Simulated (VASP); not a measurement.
# SiO2 in VASP: a series of runs

The runs below take SiO2 through single point, with PBE+D3(BJ).

Program: VASP 6.6.1. These are calculated values, not measurements. Logs are shortened: lines on timing, memory, paths and dates and some standing lists are left out, and cuts for length are marked.

### 1 The cell of the first run

The cell holds a sheet with vacuum, 6 atoms: a = 3.793 Å, b = 3.793 Å, c = 18.000 Å, α = 90.00°, β = 90.00°, γ = 90.00°.

### 2 Single point, PBE+D3(BJ)

INCAR reads:

```
SYSTEM = SiO2
PREC = Accurate
ENCUT = 520
EDIFF = 1E-7
ISMEAR = 0
SIGMA = 0.1
LREAL = .FALSE.
LASPH = .TRUE.
NELM = 60
ALGO = Normal
ISIF = 2
LWAVE = .FALSE.
LCHARG = .FALSE.
LDIPOL = .TRUE.
IDIPOL = 3
DIPOL = 0.5 0.5 0.500
GGA = PE
IVDW = 12
NBANDS = 25
```

KPOINTS reads:

```
Automatic mesh
0
G
  4 4 1
  0 0 0
```

POSCAR reads:

```
SiO2
1.0
    3.7925757000      0.0000000000      0.0000000000
    0.0000000000      3.7925757000      0.0000000000
    0.0000000000      0.0000000000     18.0000000000
Si O
2 4
Direct
    0.0000000000      0.0000000000      0.4141480900
    0.0000000000      0.0000000000      0.5858519100
    0.0000000000      0.5000000000      0.4154166700
    0.5000000000      0.0000000000      0.4154166700
    0.0000000000      0.5000000000      0.5845833300
    0.5000000000      0.0000000000      0.5845833300
```

Potentials or basis: VASP PAW PBE potentials, release 64 (Si, O).

The run is started by

```sh
> cat potpaw_PBE.64/Si/POTCAR potpaw_PBE.64/O/POTCAR > POTCAR
> mpirun -np 1 vasp_std > vasp.out
```

OUTCAR:

```text
SYSTEM = SiO2
   PREC = Accurate
   ENCUT = 520
   EDIFF = 1E-7
   ISMEAR = 0
   LREAL = .FALSE.
   LASPH = .TRUE.
   NELM = 60
   ISIF = 2
   GGA = PE
   IVDW = 12
 IVDW          = 12

 ion  position               nearest neighbor table
   1  0.000  0.000  0.414-   3 1.90   4 1.90   3 1.90   4 1.90   2 3.09
   2  0.000  0.000  0.586-   5 1.90   6 1.90   5 1.90   6 1.90   1 3.09
   3  0.000  0.500  0.415-   1 1.90   1 1.90
   4  0.500  0.000  0.415-   1 1.90   1 1.90
   5  0.000  0.500  0.585-   2 1.90   2 1.90
   6  0.500  0.000  0.585-   2 1.90   2 1.90

  LATTYP: Found a simple tetragonal cell.
 ALAT       =     3.7925757000
 C/A-ratio  =     4.7461148897

  Lattice vectors:

 A1 = (   3.7925757000,   0.0000000000,   0.0000000000)
 A2 = (   0.0000000000,   3.7925757000,   0.0000000000)
 A3 = (   0.0000000000,   0.0000000000,  18.0000000000)

Analysis of symmetry for initial positions (statically):
=====================================================================
 Subroutine PRICEL returns:
 Original cell was already a primitive cell.

 Routine SETGRP: Setting up the symmetry group for a
 simple tetragonal supercell.

 Subroutine GETGRP returns: Found 16 space group operations
 (whereof 16 operations were pure point group operations)
 out of a pool of 16 trial point group operations.

The static configuration has the point symmetry D_4h.

Analysis of symmetry for dynamics (positions and initial velocities):
=====================================================================
 Subroutine PRICEL returns:
 Original cell was already a primitive cell.

 Routine SETGRP: Setting up the symmetry group for a
 simple tetragonal supercell.

 Subroutine GETGRP returns: Found 16 space group operations
 (whereof 16 operations were pure point group operations)
 out of a pool of 16 trial point group operations.

The dynamic configuration has the point symmetry D_4h.

 Subroutine INISYM returns: Found 16 space group operations
 (whereof 16 operations are pure point group operations),
 and found     1 'primitive' translations

----------------------------------------------------------------------------------------

                                     Primitive cell

  volume of cell :     258.9053

  direct lattice vectors                    reciprocal lattice vectors
     3.792575700  0.000000000  0.000000000     0.263673049  0.000000000  0.000000000
     0.000000000  3.792575700  0.000000000     0.000000000  0.263673049  0.000000000
     0.000000000  0.000000000 18.000000000     0.000000000  0.000000000  0.055555556

  length of vectors
     3.792575700  3.792575700 18.000000000     0.263673049  0.263673049  0.055555556

  position of ions in fractional coordinates (direct lattice)
     0.000000000  0.000000000  0.414148090
     0.000000000  0.000000000  0.585851910
     0.000000000  0.500000000  0.415416670
     0.500000000  0.000000000  0.415416670
     0.000000000  0.500000000  0.584583330
     0.500000000  0.000000000  0.584583330

  ion indices of the primitive-cell ions
   primitive index   ion index
                 1           1
                 2           2
                 3           3
                 4           4
                 5           5
                 6           6

----------------------------------------------------------------------------------------

 KPOINTS: Automatic mesh

Automatic generation of k-mesh.
 Grid dimensions read from file:
 generate k-points for:    4    4    1

 Generating k-lattice:

  Cartesian coordinates                     Fractional coordinates (reciprocal lattice)
     0.065918262  0.000000000  0.000000000     0.250000000  0.000000000  0.000000000
     0.000000000  0.065918262  0.000000000     0.000000000  0.250000000  0.000000000
     0.000000000  0.000000000  0.055555556     0.000000000  0.000000000  1.000000000

  Length of vectors
     0.065918262  0.065918262  0.055555556

  Shift w.r.t. Gamma in fractional coordinates (k-lattice)
     0.000000000  0.000000000  0.000000000

 Subroutine IBZKPT returns following result:
 ===========================================

 Found      6 irreducible k-points:

 Following reciprocal coordinates:
            Coordinates               Weight
  0.000000  0.000000  0.000000      1.000000
  0.250000  0.000000  0.000000      4.000000
  0.500000  0.000000  0.000000      2.000000
  0.250000  0.250000  0.000000      4.000000
  0.500000  0.250000  0.000000      4.000000
  0.500000  0.500000  0.000000      1.000000
   k-points           NKPTS =      6   k-points in BZ     NKDIM =      6   number of bands    NBANDS=     25
   number of dos      NEDOS =    301   number of ions     NIONS =      6
   total plane-waves  NPLWV = 109760
   dimension x,y,z NGX =    28 NGY =   28 NGZ =  140
   dimension x,y,z NGXF=    56 NGYF=   56 NGZF=  280
   ions per type =               2   4
   NGX,Y,Z   is equivalent  to a cutoff of  12.27, 12.27, 12.93 a.u.
   NGXF,Y,Z  is equivalent  to a cutoff of  24.55, 24.55, 25.86 a.u.
 SYSTEM =  SiO2
   PREC   = accura    normal or accurate (medium, high low for compatibility)
   ISTART =      0    job   : 0-new  1-cont  2-samecut
   ICHARG =      2    charge: 1-file 2-atom 10-const
   ISPIN  =      1    spin polarized calculation?
   LNONCOLLINEAR =      F non collinear calculations
   LSORBIT =      F    spin-orbit coupling
   LASPH  =      T    aspherical Exc in radial PAW
   ENCUT  =  520.0 eV  38.22 Ry    6.18 a.u.   7.05  7.05 33.47*2*pi/ulx,y,z
   NELM   =     60;   NELMIN=  2; NELMDL= -5     # of ELM steps
   EDIFF  = 0.1E-06   stopping-criterion for ELM
   LREAL  =      F    real-space projection
   EDIFFG = 0.1E-05   stopping-criterion for IOM
   NSW    =      0    number of steps for IOM
   IBRION =     -1    ionic relax: 0-MD 1-quasi-New 2-CG
   NFREE  =      0    steps in history (QN), initial steepest desc. (CG)
   ISIF   =      2    stress and relaxation
   ISYM   =      2    0-nonsym 1-usesym 2-fastsym
   POTIM  = 0.5000    time-step for ionic-motion
   TEBEG  =    0.0;   TEEND  =   0.0 temperature during run
   PSTRESS=    0.0 pullay stress
   NELECT =      32.0000    total number of electrons
   NUPDOWN=      -1.0000    fix difference up-down
   EMIN   =  10.00;   EMAX   =-10.00  energy-range for DOS
   EFERMI =   0.00;   METHOD = LEGACY
   ISMEAR =     0;   SIGMA  =   0.10  broadening in eV -4-tet -1-fermi 0-gaus
   EFERMI_NEDOS =   21; number of points for ismear=-14 and -15
   IALGO  =     38    algorithm
   IMIX   =      4    mixing-type and parameters
     AMIX     =   0.40;   BMIX     =  1.00
     AMIX_MAG =   1.60;   BMIX_MAG =  1.00
  volume/ion in A,a.u.               =      43.15       291.20
  Fermi-wavevector in a.u.,A,eV,Ry     =   0.815476  1.541026  9.047888  0.665001
  Thomas-Fermi vector in A             =   1.925571
   LORBIT       =      0    0 simple, 1 ext, 2 COOP (PROOUT), +10 PAW based schemes
   GGA     = PE    functional components
   LHFCALC =     F    Hartree Fock is set to
   AEXX    =    0.0000 exact exchange contribution
   IVDW    =    12    specifies the selected vdW correction
   LEPSILON=     F    determine dielectric tensor
   LRPA    =     F    only Hartree local field effects (RPA)
 non-spin polarized calculation
 Gauss-broadening in eV      SIGMA  =   0.10
  energy-cutoff  :      520.00
  volume of cell :      258.91
 maximum number of plane-waves:      6990
   NGX = 15   NGY = 15   NGZ = 67

 dipolmoment           0.000000      0.000000      0.000000 electrons x Angstroem

 number of electron      31.9999976 magnetization

 dipolmoment           0.000000      0.000000     -0.000000 electrons x Angstroem

 Free energy of the ion-electron system (eV)
  ---------------------------------------------------
  ext. energy  EPLUGINS =         0.00000000
  ---------------------------------------------------
  free energy    TOTEN  =       -36.42845251 eV

  energy without entropy =      -36.41559638  energy(sigma->0) =      -36.42202445

 E-fermi :  -3.2131     XC(G=0):  -3.6199

 val. band max:       -3.3018641073   @ k =   0.5000   0.2500   0.0000
 cond. band min:      -3.1985888705   @ k =   0.5000   0.5000   0.0000
 fundamental gap:      0.1032752369
 Fermi energy:        -3.2131181382

 k-point     1 :       0.0000    0.0000    0.0000
  band No.  band energies     occupation
      1     -21.6020      2.00000
      2     -21.4251      2.00000
      3     -19.6235      2.00000
      4     -19.5343      2.00000
      5      -9.1950      2.00000
      6      -9.1950      2.00000
[... 17 lines left out ...]
     24       5.0546      0.00000
     25       5.4888      0.00000

 k-point     2 :       0.2500    0.0000    0.0000
  band No.  band energies     occupation
      1     -21.3256      2.00000
      2     -21.1596      2.00000
      3     -19.9059      2.00000
      4     -19.8051      2.00000
      5      -9.9892      2.00000
      6      -9.6036      2.00000
[... 17 lines left out ...]
     24       5.2580      0.00000
     25       5.9148      0.00000

 k-point     3 :       0.5000    0.0000    0.0000
  band No.  band energies     occupation
      1     -20.7487      2.00000
      2     -20.6019      2.00000
      3     -20.4918      2.00000
      4     -20.3708      2.00000
      5     -10.5149      2.00000
      6     -10.0466      2.00000
[... 17 lines left out ...]
     24       4.8799      0.00000
     25       5.0793      0.00000

 k-point     4 :       0.2500    0.2500    0.0000
  band No.  band energies     occupation
      1     -21.0876      2.00000
      2     -20.9332      2.00000
      3     -20.0630      2.00000
      4     -19.9577      2.00000
      5     -11.3848      2.00000
      6     -10.9591      2.00000
[... 17 lines left out ...]
     24       5.7368      0.00000
     25       5.9373      0.00000

 k-point     5 :       0.5000    0.2500    0.0000
  band No.  band energies     occupation
      1     -20.6026      2.00000
      2     -20.4691      2.00000
      3     -20.4674      2.00000
      4     -20.3482      2.00000
      5     -12.1068      2.00000
      6     -11.6453      2.00000
[... 17 lines left out ...]
     24       5.2627      0.00000
     25       5.5366      0.00000

 k-point     6 :       0.5000    0.5000    0.0000
  band No.  band energies     occupation
      1     -20.4426      2.00000
      2     -20.4426      2.00000
      3     -20.3254      2.00000
      4     -20.3254      2.00000
      5     -13.0109      2.00000
      6     -12.5196      2.00000
[... 17 lines left out ...]
     24       4.2390      0.00000
     25       6.6874      0.00000

------------------------ aborting loop because EDIFF is reached ----------------------------------------

 vacuum level on the upper side and lower side of the slab       (xc-potential included)        -0.063        -0.063

 Edisp (eV)   -0.51095

 E8    (eV) :    -0.1811

  FORCE on cell =-STRESS in cart. coord.  units (eV):
  Direction    XX          YY          ZZ          XY          YZ          ZX
  --------------------------------------------------------------------------------------
  -------------------------------------------------------------------------------------
  Total     -27.51994   -27.51994     1.84067     0.00000     0.00000     0.00000
  in kB    -170.30094  -170.30094    11.39059     0.00000     0.00000     0.00000
  external pressure =     -109.74 kB  Pullay stress =        0.00 kB

 VOLUME and BASIS-vectors are now :
 -----------------------------------------------------------------------------
  energy-cutoff  :      520.00
  volume of cell :      258.91
      direct lattice vectors                 reciprocal lattice vectors
     3.792575700  0.000000000  0.000000000     0.263673049  0.000000000  0.000000000
     0.000000000  3.792575700  0.000000000     0.000000000  0.263673049  0.000000000
     0.000000000  0.000000000 18.000000000     0.000000000  0.000000000  0.055555556

 POSITION                                       TOTAL-FORCE (eV/Angst)
 -----------------------------------------------------------------------------------
      0.00000      0.00000      7.45467         0.000000     -0.000000      0.207336
      0.00000      0.00000     10.54533        -0.000000     -0.000000     -0.207336
      0.00000      1.89629      7.47750         0.000000     -0.000000     -0.423532
      1.89629      0.00000      7.47750         0.000000      0.000000     -0.423532
      0.00000      1.89629     10.52250         0.000000     -0.000000      0.423532
      1.89629      0.00000     10.52250        -0.000000      0.000000      0.423532
 -----------------------------------------------------------------------------------
    total drift:                                0.000000      0.000000      0.000000

  FREE ENERGIE OF THE ION-ELECTRON SYSTEM (eV)
  ---------------------------------------------------
  free  energy   TOTEN  =       -36.9393988806 eV

  energy  without entropy=      -36.9265427524  energy(sigma->0) =      -36.93297082

 vacuum level on the upper side and lower side of the slab         2.355         2.355
```

Run time: 32 s. Hardware: 1 thread of Intel Xeon 6975P-C (Granite Rapids), shared host; peak memory 0.32 GiB.

What came out:

* Free energy: -36.9394 eV
* Largest force: 0.424 eV/Å
* Band gap on the k mesh: zero (band 16 reaches -2.76 eV, above the bottom of band 17 at -3.75 eV)
* Dispersion energy per atom: -0.085 eV

Forces on the atoms (eV/Å):
```
Si   0.000  0.000  0.207
Si   0.000  0.000 -0.207
O    0.000  0.000 -0.424
O    0.000  0.000 -0.424
O    0.000  0.000  0.424
O    0.000  0.000  0.424
```

Levels at points of the mesh, in eV from the Fermi level:
| k point | band 12 | band 13 | band 14 | band 15 | band 16 | band 17 | band 18 | band 19 | band 20 | band 21 |
| --- | --- | --- | --- | --- | --- | --- | --- | --- | --- | --- |
| (0.00, 0.00, 0.00) | -1.23 | -0.66 | -0.61 | -0.61 | -0.61 | -0.53 | -0.53 | 3.69 | 4.86 | 5.33 |
| (0.50, 0.00, 0.00) | -1.67 | -1.60 | -1.42 | -1.35 | -1.30 | 1.40 | 2.70 | 2.85 | 5.41 | 7.09 |
| (0.50, 0.50, 0.00) | -2.22 | -1.40 | -1.40 | 0.01 | 0.45 | 0.50 | 2.63 | 3.73 | 6.41 | 6.57 |

Caveat: the k points lie up to 0.41 Å⁻¹ apart.

[end of part 1 of 2]
